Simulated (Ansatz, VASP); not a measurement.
## One calculation of CdS, two programs

File INCAR:

```
ALGO = Normal
EDIFF = 1E-6
EDIFFG = -0.01
ENCUT = 600
GGA = RE
IBRION = 2
ISIF = 3
ISMEAR = -1
LASPH = T
LCHARG = F
LREAL = F
LWAVE = F
NELM = 80
NSW = 60
PREC = Accurate
SIGMA = 0.05
```

KPOINTS

```
k-points
0
Gamma
  7 7 5
```

The input POSCAR:

```
CdS
1.0
    4.2611695877      0.0000000000      0.0000000000
   -2.1305847939      3.6902811128      0.0000000000
    0.0000000000      0.0000000000      5.8041729400
Cd S
1 1
Direct
    0.0000000000      0.0000000000      0.4426919200
    0.6666666667      0.3333333333      0.4343080800
```

Contents of input.yaml:

```yaml
crystal:
  lattice:
    - [4.2611695877, 0.0, 0.0]
    - [-2.1305847939, 3.6902811128, 0.0]
    - [0.0, 0.0, 5.80417294]
  atoms:
    - { symbol: Cd, position: [0.0, 0.0, 0.44269192] }
    - { symbol: S, position: [0.6666666667, 0.3333333333, 0.43430808] }
hamiltonian:
  xc: revpbe
  pseudopotentials: { kind: paw }
kpoints:
  mp_grid: { grid: [7, 7, 5] }
scf:
  occupations: { method: fermi_dirac, width: 0.05 }
output:
  forces: true
  stress: true
  eigenvalues: true
relax:
  f_tol: 0.01
  max_steps: 40
  cell: { stress_tol: 0.05 }
```

Alike in both runs: task relaxation of cell and atoms; functional revPBE; k mesh 7 × 7 × 5; occupations fermi-dirac, width 0.05 eV; no spin polarisation.

|  | VASP | Ansatz |
| --- | --- | --- |
| version | VASP 6.6.1 | Ansatz 0.2.0 |
| potentials or method | VASP PAW PBE potentials, release 64 (Cd, S) | Ansatz PAW |
| plane-wave cutoff (eV) | 600 | 420 |
| valence electrons in the cell | 18 | 26 |

VASP gave:

| Item | Value |
| --- | --- |
| gap on the k mesh at the Fermi level, each at its own relaxed structure (eV) | 1.58 |
| relaxed volume (Å³/atom) | 51.43 |
| relaxed cell length with the largest relative difference (Å) | 6.442 |

Problem. What did Ansatz give for the same quantities?

Solution. gap on the k mesh at the Fermi level, each at its own relaxed structure (eV): 1.59; relaxed volume (Å³/atom): 50.58; relaxed cell length with the largest relative difference (Å): 6.361.

VASP's potentials were made for PBE, not for revPBE. VASP's potentials hold 18 valence electrons a cell and Ansatz's 26, so a difference there can come from the potentials and not from the codes.

Noted on Ansatz's run: odd divisions of the mesh miss points on the zone boundary, where band edges often lie, so the gap on the mesh can be too wide; the plane-wave basis is chosen anew once the cell has moved, so the energies of steps on either side of that aren't comparable.
